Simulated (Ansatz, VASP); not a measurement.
## GaN in VASP and in Ansatz

```
CELL_PARAMETERS angstrom
3.20102 0.00000 0.00000
-1.60051 2.77216 0.00000
0.00000 0.00000 23.80000
ATOMIC_POSITIONS crystal
Ga 0.33333 0.66667 0.29412
N 0.66667 0.33333 0.29412
```

Alike in both runs: functional PBE; dispersion D4; k mesh 12 × 12 × 1; occupations gaussian, width 0.03 eV; no spin polarisation.

Ansatz relaxed the structure, and its values are those at the end. VASP's run is a single point on that final structure, the one shown.

```csv
,VASP,Ansatz
version,VASP 6.6.1,Ansatz 0.2.0
potentials or method,"VASP PAW PBE potentials, release 64 (Ga_d, N), cutoff 520 eV","scalar-relativistic, plane waves, PAW"
valence electrons in the cell,18,18
```

```tsv
	VASP	Ansatz	Ansatz less VASP
gap on the k mesh at the Fermi level (eV)	2.22	2.22	-0.002
least direct gap on the mesh (eV)	2.50	2.49	-0.013
```

Ansatz's warnings: slab cell height set, structure snapped to symmetry.
